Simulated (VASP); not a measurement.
Wanted: the native input for a VASP 6.6.1 run.

```
Task                   : single point
Functional             : r2SCAN
Dispersion             : rVV10
Potentials or basis    : VASP PAW PBE potentials, release 64 (Ba_sv, Ti_sv, O)
Cutoff                 : 520 eV
k mesh                 : 7 × 7 × 4
Occupations            : fermi-dirac, width 0.05 eV
Spin                   : no spin polarisation
Dipole correction      : no
Further INCAR settings : ALGO = Normal; EDIFF = 1e-06; NBANDS = 51
```

The system is BaTiO3.

```
Ba Ti O
1.0
    -4.00442   -0.00510   -0.00501
    -0.00551   -0.00537   -4.00447
    -0.01072   -8.00822   -0.01019
Ba Ti O
2 2 6
Direct
  0.99408 0.99408 0.49705
  0.99408 0.99407 0.99705
  0.48191 0.48190 0.24098
  0.48191 0.48190 0.74098
  0.50540 0.01322 0.25269
  0.50540 0.01321 0.75269
  0.50541 0.50541 0.50658
  0.50541 0.50541 0.00658
  0.01321 0.50540 0.25269
  0.01321 0.50540 0.75269
```

One way to write it, as run:

POSCAR

```
BaTiO3
1.0
   -4.0044229194     -0.0050971133     -0.0050071180
   -0.0055053911     -0.0053692417     -4.0044676080
   -0.0107216613     -8.0082164075     -0.0101864042
Ba Ti O
2 2 6
Direct
   -0.0059204559      0.9940766724      0.4970520330
   -0.0059189434      0.9940742621     -0.0029476631
    0.4819069728      0.4818981506      0.2409819571
    0.4819062069      0.4818987908      0.7409820873
    0.5053969126      0.0132151911      0.2526924036
    0.5053963438      0.0132147111      0.7526921267
    0.5054075928      0.5054127804      0.5065804474
    0.5054096799      0.5054094128      0.0065802146
    1.0132074043      0.5054008277      0.2526933397
    0.0132082961      0.5053992010      0.7526930438
```

INCAR.step1

```
ALGO = Normal
EDIFF = 1E-4
ENCUT = 520
GGA = PE
ISMEAR = -1
LASPH = True
LCHARG = False
LREAL = False
LWAVE = True
NBANDS = 51
NELM = 100
PREC = Accurate
SIGMA = 0.05
```

INCAR.step2

```
ALGO = Normal
BPARAM = 11.95
CPARAM = 0.0093
EDIFF = 1E-6
ENCUT = 520
ISIF = 2
ISMEAR = -1
ISTART = 1
IVDW_NL = 2
LASPH = True
LCHARG = False
LMIXTAU = True
LREAL = False
LUSE_VDW = True
LWAVE = False
METAGGA = R2SCAN
NBANDS = 51
NELM = 100
PREC = Accurate
SIGMA = 0.05
```

KPOINTS

```
k-points
0
Gamma
  7 7 4
```

Potentials or basis: VASP PAW PBE potentials, release 64 (Ba_sv, Ti_sv, O).

The run is started by

```console
$ cat potpaw_PBE.64/Ba_sv/POTCAR potpaw_PBE.64/Ti_sv/POTCAR potpaw_PBE.64/O/POTCAR > POTCAR
$ cp INCAR.step1 INCAR
$ mpirun -np 1 vasp_std > vasp.out
$ cp INCAR.step2 INCAR
$ mpirun -np 1 vasp_std > vasp.out
```

Results of the run:

```
Pressure               : 2.3 GPa
Largest force          : 0.159 eV/Å
Band gap on the k mesh : 2.76 eV
```

Caveat: the PAW data sets were made with another functional, which shifts forces and pressure a little; spin-orbit coupling is left out, which moves the levels of the heavy elements.

Run time: 92 min on 1 thread of Oxide Virtual Turin-like Processor, with other jobs on the host, peak memory 0.78 GiB.
